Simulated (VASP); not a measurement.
Wanted: the native input for a VASP 6.6.1 run.

- Task: relaxation of cell and atoms
- Functional: PBE
- Potentials or basis: VASP PAW PBE potentials, release 64 (Be, Co, O)
- Cutoff: 600 eV
- k mesh: 4 × 4 × 2
- Occupations: gaussian, width 0.15 eV
- Spin: collinear spin, ferromagnetic start
- Starting moments: [0.0, 0.0, 3.0, 0.0, 0.0, 0.0] μB
- Dipole correction: no
- Further INCAR settings: ALGO = Normal; EDIFF = 1e-07; IBRION = 2; EDIFFG = -0.08; NSW = 36; ISIF = 3

The structure of Be2CoO3 lies in POSCAR:

```
Be2CoO3
1.0
    3.2093020000      0.0000000000      0.0000000000
   -1.6046510000      2.7793370600      0.0000000000
    0.0000000000      0.0000000000      7.0304628900
Be Co O
2 1 3
Direct
    0.0000000000      0.0000000000      0.1306212700
    0.0000000000      0.0000000000      0.8693787300
    0.0000000000      0.0000000000      0.5000000000
    0.5000000000      0.0000000000      0.0000000000
    0.0000000000      0.5000000000      0.0000000000
    0.5000000000      0.5000000000      0.0000000000
```

The cell was generated, and may not be a known phase.

These files were run (other wordings do the same):

INCAR

```
SYSTEM = Be2CoO3
  PREC = Accurate
  ENCUT = 600
  EDIFF = 1E-7
  ISMEAR = 0
  SIGMA = 0.15
  LREAL = .False.
  LASPH = .True.
  NELM = 200
  ALGO = Normal
  ISIF = 3
  LWAVE = .False.
  LCHARG = .False.
  ISPIN = 2
  MAGMOM = 0 0 3 0 0 0
  LORBIT = 11
  LMAXMIX = 4
  GGA = PE
  IBRION = 2
  NSW = 36
  EDIFFG = -0.08
  GGA_COMPAT = .False.
  NELMIN = 4
```

KPOINTS

```
regular mesh
0
Gamma
  4 4 2
  0 0 0
```

Potentials or basis: VASP PAW PBE potentials, release 64 (Be, Co, O).

Run with:

```sh
$ cat potpaw_PBE.64/Be/POTCAR potpaw_PBE.64/Co/POTCAR potpaw_PBE.64/O/POTCAR > POTCAR
$ mpirun -np 1 vasp_std > vasp.out
```

It gave:

| Property | Result |
| --- | --- |
| Relaxed volume | 13.69 Å³/atom |
| Relaxed cell | a = 3.819 Å, b = 3.819 Å, c = 6.504 Å, α = 90.00°, β = 90.00°, γ = 120.00° |
| Space group after relaxing (to 0.1 Å) | P6/mmm (No. 191) |
| Energy gained by relaxing | 957.1 meV/atom |
| Ionic steps | 12 |
| Pressure after relaxing | 0.2 GPa |
| Largest force after relaxing | 0.023 eV/Å |
| Net moment | 2.47 μB per cell |
| Site moments | Be -0.04; Co +1.95; O +0.15 μB |
| Valence electrons inside the program's atomic spheres | Be 0.69; Co 7.87; O 4.80 |

Caveat: the k points lie up to 0.48 Å⁻¹ apart in the final cell; the volume moved by over 15 % at a fixed basis, so the end points are rough; a cell with one magnetic atom can't hold antiferromagnetic order, which such compounds often take.

Run time: 6.2 min on 1 thread of Intel(R) Xeon(R) 6975P-C (Granite Rapids), with other jobs on the host, peak memory 0.25 GiB.
